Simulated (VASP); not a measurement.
A run of VASP 6.6.1:

Contents of INCAR:

```
SYSTEM = YSe
PREC = Accurate
ENCUT = 520
EDIFF = 1E-6
ISMEAR = 0
SIGMA = 0.15
LREAL = .False.
LASPH = .True.
NELM = 60
ALGO = Normal
ISIF = 2
LWAVE = .False.
LCHARG = .True.
GGA = PS
LELF = .True.
LVHAR = .True.
NBANDS = 16
```

File KPOINTS:

```
Automatic mesh
0
Gamma
  14 14 14
  0 0 0
```

Contents of POSCAR:

```
YSe
1.0
    0.0000000000      2.7887500000      2.8750000000
    2.7887500000      0.0000000000      2.8750000000
    2.7887500000      2.7887500000      0.0000000000
Y Se
1 1
Direct
    0.0000000000      0.0000000000      0.0000000000
    0.5000000000      0.5000000000      0.5000000000
```

Potentials or basis: VASP PAW PBE potentials, release 64 (Y_sv, Se).

Run with:

```sh
$ cat potpaw_PBE.64/Y_sv/POTCAR potpaw_PBE.64/Se/POTCAR > POTCAR
$ mpirun -np 1 vasp_std > vasp.out
```

Hardware: 1 thread of Intel(R) Xeon(R) Platinum 8488C (Sapphire Rapids) (shared host).

Question: How long does it take, and how much memory?

Answer: Wall time 2.5 min on 1 thread of Intel(R) Xeon(R) Platinum 8488C (Sapphire Rapids), with other jobs on the host, peak memory 0.34 GiB. Counts: scf iterations 13, k points 244.
